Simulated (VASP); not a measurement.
**Ca8F15 (a cell with a defect): single point with PBE**

The system is Ca8F15 (a cell with a defect).

```
Ca F
1.0
     0.00000    5.46321    5.46321
     5.46321    0.00000    5.46321
     5.46321    5.46321    0.00000
Ca F
8 15
Direct
  0.99550 0.00966 0.99651
  0.00899 0.98971 0.49974
  0.00054 0.49964 0.99825
  0.00054 0.49964 0.49973
  0.50109 0.99909 0.02409
  0.50111 0.99907 0.47377
  0.51047 0.49119 0.99826
  0.49051 0.50468 0.50149
  0.13174 0.11620 0.12112
  0.38394 0.36848 0.37688
  0.13169 0.11624 0.62912
  0.38397 0.36843 0.86890
  0.13963 0.64029 0.10912
  0.37084 0.86677 0.38027
  0.12314 0.62144 0.62678
  0.48697 0.01321 0.74920
  0.63341 0.12933 0.11770
  0.85988 0.36055 0.38887
  0.87873 0.37703 0.87119
  0.61626 0.63207 0.11805
  0.86815 0.88388 0.37996
  0.61630 0.63203 0.63181
  0.86810 0.88392 0.86620
```

```
Program             : VASP 6.6.1
Task                : single point
Functional          : PBE
Potentials or basis : VASP PAW PBE potentials, release 64 (Ca_sv, F)
Cutoff              : 520 eV
k mesh              : 2 × 2 × 2
Occupations         : gaussian, width 0.02 eV
Spin                : collinear spin
Starting moments    : [0.0, 0.0, 0.0, 0.0, 0.0, 0.0, 0.0, 0.0, 0.08, 0.08, 0.08, 0.08, 0.0, 0.0, 0.08, 0.08, 0.08, 0.08, 0.05, 0.08, 0.08, 0.08, 0.08] μB
```

| Item | Value |
| --- | --- |
| Largest force | 0.045 eV/Å |
| Net moment | 0.53 μB per cell |
| Site moments | Ca -0.00; F +0.06, -0.01, +0.01, +0.03, -0.10, +0.07 (each value once) μB |
| Valence electrons inside the program's atomic spheres | Ca 8.08, 8.09, 8.05, 8.16 (each value once); F 6.08, 6.09, 6.13, 6.11 (each value once) |

Forces on the atoms (eV/Å):
```
Ca  -0.023  0.025  0.000
Ca   0.025 -0.026  0.000
Ca   0.031  0.033  0.000
Ca  -0.032 -0.032  0.000
Ca   0.012  0.007  0.000
Ca   0.018  0.012  0.000
Ca   0.025 -0.026  0.000
Ca  -0.023  0.025  0.000
F    0.011 -0.002 -0.002
F   -0.001 -0.008  0.000
F   -0.001 -0.008 -0.001
F    0.011 -0.002  0.002
F   -0.001  0.000 -0.010
F    0.003 -0.002 -0.028
F    0.004 -0.003 -0.008
F   -0.038 -0.011  0.000
F    0.003 -0.002  0.028
F   -0.001  0.000  0.010
F    0.004 -0.003  0.007
F    0.000  0.014 -0.004
F   -0.013 -0.003  0.002
F   -0.013 -0.003 -0.002
F    0.000  0.014  0.004
```

Levels at points of the mesh, in eV from the Fermi level:
Spin up:
| k point | band 88 | band 89 | band 90 | band 91 | band 92 | band 93 | band 94 | band 95 | band 96 | band 97 |
| --- | --- | --- | --- | --- | --- | --- | --- | --- | --- | --- |
| (0.00, 0.00, 0.00) | -0.16 | -0.09 | -0.08 | -0.06 | -0.05 | 7.09 | 8.43 | 8.50 | 8.51 | 8.84 |
| (0.50, 0.00, 0.00) | -0.28 | -0.25 | -0.20 | -0.16 | -0.10 | 8.04 | 8.40 | 8.56 | 8.60 | 8.77 |
| (0.00, 0.50, 0.00) | -0.28 | -0.25 | -0.20 | -0.16 | -0.10 | 8.04 | 8.40 | 8.56 | 8.60 | 8.77 |
| (0.00, 0.00, 0.50) | -0.30 | -0.27 | -0.19 | -0.12 | -0.11 | 8.02 | 8.26 | 8.57 | 8.66 | 8.83 |
| (0.50, 0.50, 0.50) | -0.30 | -0.27 | -0.19 | -0.12 | -0.11 | 8.02 | 8.26 | 8.57 | 8.66 | 8.83 |
| (0.50, 0.50, 0.00) | -0.14 | -0.13 | -0.12 | -0.10 | 0.02 | 8.15 | 8.39 | 8.58 | 8.68 | 8.74 |
| (0.00, 0.50, 0.50) | -0.16 | -0.15 | -0.11 | -0.10 | 0.00 | 8.11 | 8.56 | 8.59 | 8.61 | 8.80 |
| (0.50, 0.00, 0.50) | -0.16 | -0.15 | -0.11 | -0.10 | 0.00 | 8.11 | 8.56 | 8.59 | 8.61 | 8.80 |
Spin down:
```tsv
k point	band 89	band 90	band 91	band 92	band 93	band 94
(0.00, 0.00, 0.00)	-0.11	-0.04	-0.01	0.10	7.10	8.44
(0.50, 0.00, 0.00)	-0.22	-0.21	-0.13	-0.12	8.04	8.40
(0.00, 0.50, 0.00)	-0.22	-0.21	-0.13	-0.12	8.04	8.40
(0.00, 0.00, 0.50)	-0.24	-0.18	-0.14	-0.10	8.02	8.27
(0.50, 0.50, 0.50)	-0.24	-0.18	-0.14	-0.10	8.02	8.27
(0.50, 0.50, 0.00)	-0.06	-0.03	0.01	0.02	8.15	8.40
(0.00, 0.50, 0.50)	-0.08	-0.04	0.01	0.02	8.12	8.56
(0.50, 0.00, 0.50)	-0.08	-0.04	0.01	0.02	8.12	8.56
```

Run time: 7.5 min on 4 MPI ranks on Intel(R) Xeon(R) Platinum 8259CL CPU @ 2.50GHz (Skylake/Cascade Lake), on a shared host, peak memory 0.53 GiB a rank.

Caveat: the k points lie up to 0.50 Å⁻¹ apart; the cell carries a net charge on a neutralising background, which shifts energy and pressure; the cell is charged against a uniform background, so pressure and absolute levels hang on convention.
